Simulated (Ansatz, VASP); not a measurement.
**One calculation of Li2WN2, two programs**

File INCAR:

```
SYSTEM = Li2WN2
PREC = Accurate
ENCUT = 600
EDIFF = 1E-7
ISMEAR = 0
SIGMA = 0.1
LREAL = .False.
LASPH = .True.
NELM = 100
ALGO = Normal
ISIF = 3
LWAVE = .False.
LCHARG = .False.
GGA = PE
IBRION = 2
NSW = 100
EDIFFG = -0.01
```

KPOINTS

```
Automatic mesh
0
Gamma
  14 14 14
  0 0 0
```

Contents of POSCAR:

```
Li2WN2
1.0
   -1.8198906678      1.8198906678      3.1097455202
    1.8198906678     -1.8198906678      3.1097455202
    1.8198906678      1.8198906678     -3.1097455202
Li W N
2 1 2
Direct
    0.3544338468      0.3544338468      0.0000000000
    0.6455661532      0.6455661532      0.0000000000
    0.0000000000      0.0000000000      0.0000000000
    0.7500000000      0.2500000000      0.5000000000
    0.2500000000      0.7500000000      0.5000000000
```

Input for Ansatz:

```yaml
crystal:
  lattice:
    - [-1.8198906678, 1.8198906678, 3.1097455202]
    - [1.8198906678, -1.8198906678, 3.1097455202]
    - [1.8198906678, 1.8198906678, -3.1097455202]
  atoms:
    - { symbol: Li, position: [0.3544338468, 0.3544338468, 0.0] }
    - { symbol: Li, position: [0.6455661532, 0.6455661532, 0.0] }
    - { symbol: W, position: [0.0, 0.0, 0.0] }
    - { symbol: "N", position: [0.75, 0.25, 0.5] }
    - { symbol: "N", position: [0.25, 0.75, 0.5] }
basis:
  ecutwfc: 420
kpoints:
  mp_grid: { grid: [14, 14, 14] }
hamiltonian:
  xc: pbe
scf:
  occupations: { method: gaussian, width: 0.1 }
output:
  forces: true
  stress: true
  eigenvalues: true
  write_density: true
  write_potential: true
  elf: true
  volumetric_format: npy
relax:
  adjacent_minimum: "off"
  f_tol: 0.01
  max_steps: 80
  cell: { stress_tol: 0.05 }
```

Change from the starting cell: species swapped into the ErSi2Os2 type (I4/mmm, No. 139).

Alike in both runs: task relaxation of cell and atoms; functional PBE; k mesh 14 × 14 × 14; occupations gaussian, width 0.1 eV; no spin polarisation.

|  | VASP | Ansatz |
| --- | --- | --- |
| version | VASP 6.6.1 | Ansatz 0.2.0 |
| potentials or method | VASP PAW PBE potentials, release 64 (Li_sv, W_sv, N), cutoff 600 eV | scalar-relativistic, plane waves, PAW |
| valence electrons in the cell | 30 | 30 |

Ansatz gave:

* gap on the k mesh at the Fermi level, each at its own relaxed structure (eV): none
* relaxed volume (Å³/atom): 8.22
* relaxed cell length with the largest relative difference (Å): 4.036

Task: Which values does VASP return?

Result: gap on the k mesh at the Fermi level, each at its own relaxed structure (eV): none; relaxed volume (Å³/atom): 8.25; relaxed cell length with the largest relative difference (Å): 4.041.

A gap of «none» marks a metal or a gap that the smearing closes.

Spin-orbit coupling is off throughout. Noted on VASP's run: the cutoff is short for stress, so the pressure is rough.
